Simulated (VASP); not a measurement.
# CdInS2 (P-3m1) in VASP: further runs, part 2 of 2

VASP 6.6.1. Earlier steps stand in the parts before.

### 3 Single point, PBE

The input, INCAR:

```
ALGO = Normal
EDIFF = 1E-6
ENCUT = 520
GGA = PE
ISIF = 2
ISMEAR = 0
LASPH = T
LCHARG = F
LREAL = F
LWAVE = F
NBANDS = 26
NELM = 100
PREC = Accurate
SIGMA = 0.15
```

The input, KPOINTS:

```
k-points
0
Gamma
  12 12 6
```

The input, POSCAR:

```
CdInS2
1.0
    3.6946776531      0.0000000000      0.0000000000
   -1.8473388265      3.1996847064      0.0000000000
    0.0000000000      0.0000000000      7.4761802310
Cd In S
1 1 2
Direct
    0.0000000000      0.0000000000      0.0000000000
    0.0000000000      0.0000000000      0.5000000000
    0.6666666667      0.3333333333      0.7700708788
    0.3333333333      0.6666666667      0.2299291212
```

Potentials or basis: VASP PAW PBE potentials, release 64 (Cd, In_d, S).

Launch:

```
$ cat potpaw_PBE.64/Cd/POTCAR potpaw_PBE.64/In_d/POTCAR potpaw_PBE.64/S/POTCAR > POTCAR
$ mpirun -np 1 vasp_std > vasp.out
```

OUTCAR:

```text
EDIFF = 1E-6
   ENCUT = 520
   GGA = PE
   ISIF = 2
   ISMEAR = 0
   LASPH = T
   LREAL = F
   NELM = 100
   PREC = Accurate

 ion  position               nearest neighbor table
   1  0.000  0.000  0.000-   3 2.74   4 2.74   4 2.74   3 2.74   3 2.74   4 2.74   2 3.74   2 3.74

   2  0.000  0.000  0.500-   3 2.94   4 2.94   4 2.94   3 2.94   3 2.94   4 2.94   1 3.74   1 3.74

   3  0.667  0.333  0.770-   1 2.74   1 2.74   1 2.74   2 2.94   2 2.94   2 2.94
   4  0.333  0.667  0.230-   1 2.74   1 2.74   1 2.74   2 2.94   2 2.94   2 2.94

  LATTYP: Found a hexagonal cell.
 ALAT       =     3.6946776531
 C/A-ratio  =     2.0235000000

  Lattice vectors:

 A1 = (   3.6946776531,   0.0000000000,   0.0000000000)
 A2 = (  -1.8473388265,   3.1996847064,   0.0000000000)
 A3 = (   0.0000000000,   0.0000000000,   7.4761802310)

Analysis of symmetry for initial positions (statically):
=====================================================================
 Subroutine PRICEL returns:
[... 168 lines left out ...]
  ---------------------------------------------------
  ext. energy  EPLUGINS =         0.00000000
  ---------------------------------------------------
  free energy    TOTEN  =       -12.70514178 eV

  energy without entropy =      -12.68817969  energy(sigma->0) =      -12.69666074

 E-fermi :   4.7398     XC(G=0): -10.1043

 val. band max:        4.7367795855   @ k =   0.0000   0.0000   0.3333
 cond. band min:       4.7458269834   @ k =   0.1667   0.0000   0.1667
 fundamental gap:      0.0090473978
 Fermi energy:         4.7397651967

 k-point     1 :       0.0000    0.0000    0.0000
  band No.  band energies     occupation
      1      -9.6448      2.00000
      2      -9.6448      2.00000
      3      -9.6014      2.00000
      4      -9.5100      2.00000
      5      -9.5100      2.00000
      6      -8.5776      2.00000
[... 685 lines left out ...]
     25      11.8286      0.00000
     26      12.5249      0.00000

 [... further k-points ...]
[... 5 lines left out ...]
  --------------------------------------------------------------------------------------
  -------------------------------------------------------------------------------------
  Total        2.3364093      2.3364093     -5.0133430      0.0000000      0.0000000      0.0000000
  in kB       42.3541533     42.3541533    -90.8812932      0.0000000      0.0000000      0.0000000
  external PRESSURE =      -2.0576622 kB  Pullay stress =       0.0000000 kB

 VOLUME and BASIS-vectors are now :
 -----------------------------------------------------------------------------
  energy-cutoff  :      520.00
  volume of cell :       88.38
      direct lattice vectors                 reciprocal lattice vectors
     3.694677653  0.000000000  0.000000000     0.270659607  0.156265397  0.000000000
    -1.847338826  3.199684706  0.000000000     0.000000000  0.312530793  0.000000000
     0.000000000  0.000000000  7.476180231     0.000000000  0.000000000  0.133758145

 POSITION                                       TOTAL-FORCE (eV/Angst)
 -----------------------------------------------------------------------------------
      0.00000      0.00000      0.00000         0.000000      0.000000      0.000000
      0.00000      0.00000      3.73809         0.000000      0.000000      0.000000
      1.84734      1.06656      5.75719         0.000000      0.000000     -0.442659
     -0.00000      2.13312      1.71899        -0.000000      0.000000      0.442659
 -----------------------------------------------------------------------------------
    total drift:                               -0.000000      0.000000      0.000000

  FREE ENERGIE OF THE ION-ELECTRON SYSTEM (eV)
  ---------------------------------------------------
  free  energy   TOTEN  =       -12.7051417839 eV

  energy  without entropy=      -12.6881796897  energy(sigma->0) =      -12.69666074
```

OSZICAR:

```text
N       E                     dE             d eps       ncg     rms          rms(c)
DAV:   1     0.314808214922E+03    0.31481E+03   -0.17614E+04  5216   0.154E+03
DAV:   2     0.167100508477E+02   -0.29810E+03   -0.28668E+03  5370   0.390E+02
DAV:   3    -0.125974596960E+02   -0.29308E+02   -0.28537E+02  6370   0.121E+02
DAV:   4    -0.136562393292E+02   -0.10588E+01   -0.10519E+01  6174   0.224E+01
DAV:   5    -0.136884262425E+02   -0.32187E-01   -0.32166E-01  7416   0.419E+00    0.915E+00
DAV:   6    -0.127317414515E+02    0.95668E+00   -0.17200E+00  8240   0.199E+01    0.746E+00
DAV:   7    -0.127096457792E+02    0.22096E-01   -0.58448E-01  6380   0.432E+00    0.326E+00
DAV:   8    -0.127061274736E+02    0.35183E-02   -0.58767E-02  6514   0.247E+00    0.469E-01
DAV:   9    -0.127051855860E+02    0.94189E-03   -0.10460E-02  6702   0.121E+00    0.210E-01
DAV:  10    -0.127051004793E+02    0.85107E-04   -0.88935E-04  6452   0.286E-01    0.128E-01
DAV:  11    -0.127051469874E+02   -0.46508E-04   -0.42824E-04  6184   0.166E-01    0.426E-02
DAV:  12    -0.127051427302E+02    0.42572E-05   -0.42041E-05  5914   0.459E-02    0.303E-02
DAV:  13    -0.127051417839E+02    0.94632E-06   -0.35667E-06  5984   0.962E-03
   1 F= -.12705142E+02 E0= -.12696661E+02  d E =-.169621E-01
```

Wall time 7.5 min (1 thread of Intel Xeon 8259CL, shared host); peak memory 0.36 GiB.

Results:

```yaml
Free_energy: -12.7051 eV
Pressure: -0.2 GPa
Largest_force: 0.443 eV/Å
Band_gap_on_the_k_mesh: zero (an odd number of electrons rules out a gap without spin polarisation)
```

Forces on the atoms (eV/Å):
```
Cd   0.000  0.000  0.000
In   0.000  0.000  0.000
S    0.000  0.000 -0.443
S    0.000  0.000  0.443
```

Levels at points of the mesh, in eV from the Fermi level:
```csv
k point,band 16,band 17,band 18,band 19,band 20,band 21
"(0.00, 0.00, 0.00)",-0.92,-0.92,-0.48,-0.48,3.44,4.57
"(0.50, 0.00, 0.00)",-3.24,-2.11,-0.87,0.07,1.81,2.75
"(0.00, 0.00, 0.50)",-0.82,-0.58,-0.58,0.68,1.94,4.89
"(0.50, 0.00, 0.50)",-2.54,-1.78,-1.34,-1.06,0.39,4.44
```

Caveat: the stress differs along the axes, from -9 to 4 GPa; spin-orbit coupling is left out, which moves the levels of the heavy elements; an odd number of electrons without spin polarisation forces a metal; a magnetic or distorted state may lie lower.

The gap in the log of VASP goes by the Fermi energy; the results here count the filled bands.